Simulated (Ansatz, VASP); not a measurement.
# Nb3C in VASP and in Ansatz

```
Nb C
1.0
     5.32249    0.00000    0.00000
    -2.66125    4.60941    0.00000
     0.00000    0.00000    4.80787
Nb C
6 2
Cartesian
  1.3401 0.7737 3.6059
  2.6612 3.0620 3.6059
  -1.3212 3.8357 1.2020
  1.3212 3.8357 1.2020
  0.0000 1.5474 1.2020
  3.9824 0.7737 3.6059
  2.6612 1.5365 1.2020
  0.0000 3.0729 3.6059
```

Change from the starting cell: species swapped into the Pm3Al type (P6_3/mmc, No. 194).

Alike in both runs: functional PBE; k mesh 3 × 3 × 4; occupations gaussian, width 0.1 eV; no spin polarisation.

Ansatz relaxed the structure, and its values are those at the end. VASP's run is a single point on that final structure, the one shown.

|  | VASP | Ansatz |
| --- | --- | --- |
| version | VASP 6.6.1 | Ansatz 0.2.0 |
| potentials or method | VASP PAW PBE potentials, release 64 (Nb_sv, C), cutoff 520 eV | scalar-relativistic, plane waves, PAW |
| valence electrons in the cell | 86 | 86 |

VASP gave:

| Quantity | Value |
| --- | --- |
| gap on the k mesh at the Fermi level (eV) | none |
| pressure (GPa) | -0.3 |

Task: Estimate Ansatz's values.

Result: gap on the k mesh at the Fermi level (eV): none; pressure (GPa): -0.1.

A gap of «none» marks a metal or a gap that the smearing closes. With one functional, cell and mesh, what is left measures potentials, basis and numerics.

The k mesh is coarse, so the values compare programs but aren't converged.
